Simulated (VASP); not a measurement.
A run of VASP 6.6.1 is set up as follows.

Contents of INCAR:

```
PREC = Accurate
ENCUT = 520
EDIFF = 1E-6
ISMEAR = 0
SIGMA = 0.1
LREAL = F
LASPH = T
NELM = 80
ALGO = Normal
ISIF = 2
LWAVE = F
LCHARG = T
GGA = PE
LELF = T
LVHAR = T
NBANDS = 12
```

File KPOINTS:

```
regular mesh
0
Gamma
  8 8 8
```

Contents of POSCAR:

```
SbS
1.0
    0.0000000000      2.8949654036      2.8949654036
    2.8949654036      0.0000000000      2.8949654036
    2.8949654036      2.8949654036      0.0000000000
Sb S
1 1
Direct
    0.5000000000      0.5000000000      0.5000000000
    0.0000000000      0.0000000000      0.0000000000
```

Potentials or basis: VASP PAW PBE potentials, release 64 (Sb, S).

The run is started by

```bash
$ cat potpaw_PBE.64/Sb/POTCAR potpaw_PBE.64/S/POTCAR > POTCAR
$ mpirun -np 1 vasp_std > vasp.out
```

Problem. Estimate the pressure.

Solution. -0.1 GPa.
